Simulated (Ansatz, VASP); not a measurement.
**HfC in VASP and in Ansatz**

```
Hf C
1.0
     3.22835    0.00000    0.00000
    -1.61417    2.79583    0.00000
     0.00000    0.00000    2.89901
Hf C
1 1
Direct
  0.00000 0.00000 0.00000
  0.66667 0.33333 0.50000
```

Alike in both runs: task single point; functional r2SCAN; k mesh 12 × 12 × 12; occupations tetrahedron; no spin polarisation.

|  | VASP | Ansatz |
| --- | --- | --- |
| version | VASP 6.6.1 | Ansatz 0.2.0 |
| potentials or method | VASP PAW PBE potentials, release 64 (Hf_pv, C), cutoff 520 eV | scalar-relativistic, plane waves, PAW |
| valence electrons in the cell | 14 | 30 |

Ansatz gave:

* gap on the k mesh at the Fermi level (eV): none
* pressure (GPa): 0.0
* traceless stress, the component that is largest in VASP (GPa): -0.74

Task: Which values does VASP return?

Result: gap on the k mesh at the Fermi level (eV): none; pressure (GPa): -1.2; traceless stress, the component that is largest in VASP (GPa): -1.04.

VASP's potentials were made for PBE, not for r2SCAN. A gap of «none» marks a metal or a gap that the smearing closes. VASP's potentials hold 14 valence electrons a cell and Ansatz's 30, so a difference there can come from the potentials and not from the codes. Ansatz's warnings: band table not solved further, tetrahedron derivatives may miss energy slope.

Neither program's run includes spin-orbit coupling.
